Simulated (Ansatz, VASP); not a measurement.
## One calculation of Cs3KSb, two programs

INCAR

```
SYSTEM = Cs3KSb
PREC = Accurate ; ENCUT = 520
EDIFF = 1E-6 ; ISMEAR = 0
SIGMA = 0.1 ; LREAL = .False.
LASPH = .True. ; NELM = 80
ALGO = Normal ; ISIF = 2
LWAVE = .False. ; LCHARG = .True.
GGA = PE ; LELF = .True.
LVHAR = .True. ; NBANDS = 28
```

The input KPOINTS:

```
regular mesh
0
Gamma
  4 4 4
  0 0 0
```

The input POSCAR:

```
Cs3KSb
1.0
    5.5453491141      0.0000000000      0.0000000000
    0.0000000000      5.5453491141      0.0000000000
    0.0000000000      0.0000000000      5.6148397045
K Cs Sb
1 3 1
Direct
    0.0000000000      0.0000000000      0.0000000000
    0.5000000000      0.5000000000      0.9750000000
    0.0000000000      0.5000000000      0.4850000000
    0.5000000000      0.0000000000      0.4850000000
    0.5000000000      0.5000000000      0.5150000000
```

Input for Ansatz:

```yaml
crystal:
  lattice:
    - [5.5453491141, 0.0, 0.0]
    - [0.0, 5.5453491141, 0.0]
    - [0.0, 0.0, 5.6148397045]
  atoms:
    - { symbol: K, position: [0.0, 0.0, 0.0] }
    - { symbol: Cs, position: [0.5, 0.5, 0.975] }
    - { symbol: Cs, position: [0.0, 0.5, 0.485] }
    - { symbol: Cs, position: [0.5, 0.0, 0.485] }
    - { symbol: Sb, position: [0.5, 0.5, 0.515] }
basis:
  ecutwfc: 420
kpoints:
  mp_grid: { grid: [4, 4, 4] }
hamiltonian:
  xc: pbe
scf:
  occupations: { method: gaussian, width: 0.1 }
  lower_state_search: "off"
output:
  forces: true
  stress: true
  eigenvalues: true
```

Alike in both runs: task single point; functional PBE; k mesh 4 × 4 × 4; occupations gaussian, width 0.1 eV; no spin polarisation.

|  | VASP | Ansatz |
| --- | --- | --- |
| version | VASP 6.6.1 | Ansatz 0.2.0 |
| potentials or method | VASP PAW PBE potentials, release 64 (K_sv, Cs_sv, Sb), cutoff 520 eV | scalar-relativistic, plane waves, PAW |
| valence electrons in the cell | 41 | 51 |

|  | VASP | Ansatz | Ansatz less VASP |
| --- | --- | --- | --- |
| gap on the k mesh at the Fermi level (eV) | none | none | - |
| pressure (GPa) | 27.7 | 27.3 | -0.43 |
| traceless stress, the component that is largest in VASP (GPa) | 1.06 | 0.91 | -0.157 |
| rms of the force components (eV/Å) | 1.647 | 1.584 | -0.0635 |

Atom by atom the forces differ by 0.064 eV/Å (rms over components). A gap of «none» marks a metal or a gap that the smearing closes. VASP's potentials hold 41 valence electrons a cell and Ansatz's 51, so a difference there can come from the potentials and not from the codes.

Neither program's run includes spin-orbit coupling.
